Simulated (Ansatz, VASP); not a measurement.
# One calculation of W, two programs

INCAR

```
SYSTEM = W
PREC = Accurate ; ENCUT = 520
EDIFF = 1E-7 ; ISMEAR = -1
SIGMA = 0.1 ; LREAL = .FALSE.
LASPH = .TRUE. ; NELM = 80
ALGO = Normal ; ISIF = 2
LWAVE = .FALSE. ; LCHARG = .FALSE.
GGA = PE ; NBANDS = 13
```

KPOINTS

```
Automatic mesh
0
G
  16 16 16
  0 0 0
```

File POSCAR:

```
W
1.0
    2.1210431897      0.0000000000      0.0000000000
    0.0000000000      2.1210431897      0.0000000000
    0.0000000000      0.0000000000      2.1210431897
W
1
Direct
    0.0000000000      0.0000000000      0.0000000000
```

Input for Ansatz:

```yaml
crystal:
  lattice:
    - [2.1210431897, 0.0, 0.0]
    - [0.0, 2.1210431897, 0.0]
    - [0.0, 0.0, 2.1210431897]
  atoms:
    - { symbol: W, position: [0.0, 0.0, 0.0] }
kpoints:
  mp_grid: { grid: [16, 16, 16] }
scf:
  occupations: { method: fermi_dirac, width: 0.1 }
hamiltonian:
  xc: pbe
  pseudopotentials: { kind: all_electron, lapw: { basis_error: 0.001 } }
output:
  forces: true
  stress: true
  eigenvalues: true
  populations: true
```

Change from the starting cell: volume scaled by 0.52, LAPW.

Alike in both runs: task single point; functional PBE; k mesh 16 × 16 × 16; occupations fermi-dirac, width 0.1 eV; no spin polarisation.

|  | VASP | Ansatz |
| --- | --- | --- |
| version | VASP 6.6.1 | Ansatz 0.2.0 |
| potentials or method | VASP PAW PBE potentials, release 64 (W_sv), cutoff 520 eV | all-electron LAPW, scalar-relativistic |

VASP gave:

```
pressure (GPa) : 556.9
```

Task: What did Ansatz give for the same quantities?

Result: Pressure (GPa): 525.9.

Both programs put the cell under a high pressure, so it lies far from rest at this level. Ansatz ran all-electron here, and VASP with PAW potentials.

Neither program's run includes spin-orbit coupling. Noted on VASP's run: the cell as given lies far from equilibrium.
